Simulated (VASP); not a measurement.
A run of VASP 6.6.1:

File INCAR:

```
SYSTEM = Al12W
ALGO = Normal
EDIFF = 1E-6
ENCUT = 520
GGA = PS
ISIF = 2
ISMEAR = -1
LASPH = .True.
LCHARG = .True.
LELF = .True.
LREAL = .False.
LVHAR = .True.
LWAVE = .False.
NBANDS = 37
NELM = 100
PREC = Accurate
SIGMA = 0.05
```

KPOINTS

```
k-points
0
Gamma
  3 3 1
  0 0 0
```

Contents of POSCAR:

```
Al12W
1.0
    5.7275650000      0.0000000000      0.0000000000
    2.8637820000      4.9602170000      0.0000000000
    0.0000000000      0.0000000000     15.6765370000
Al W
12 1
Direct
    0.1666667000      0.1666667000      0.0637896000
    0.6666667000      0.1666667000      0.0637896000
    0.1666667000      0.6666667000      0.0637896000
    0.6666667000      0.6666667000      0.0637896000
   -0.1660485972      0.3293076024      0.2114036841
    0.3401483204      0.3381818723      0.2152567222
   -0.1589364539      0.8354506174      0.2100767958
    0.3519963490      0.8303135103      0.2183700983
    0.0143712060      0.0105914383      0.3587492232
    0.4768297162      0.1055566261      0.3764768729
   -0.0382952616      0.5071238066      0.3525115261
    0.4513176685      0.6990308127      0.4633806652
    0.8639895002      0.8090468512      0.4729866840
```

Potentials or basis: VASP PAW PBE potentials, release 64 (Al, W_sv).

Run with:

```console
$ cat potpaw_PBE.64/Al/POTCAR potpaw_PBE.64/W_sv/POTCAR > POTCAR
$ mpirun -np 1 vasp_std > vasp.out
```

Hardware: 1 thread of Intel(R) Xeon(R) Platinum 8488C (Sapphire Rapids), with other jobs on the host.

Q: Estimate the wall time of this run.

A: It took 2.8 min on 1 thread of Intel(R) Xeon(R) Platinum 8488C (Sapphire Rapids) (shared host), peak memory 0.59 GiB. Counts: scf iterations 21, k points 5.
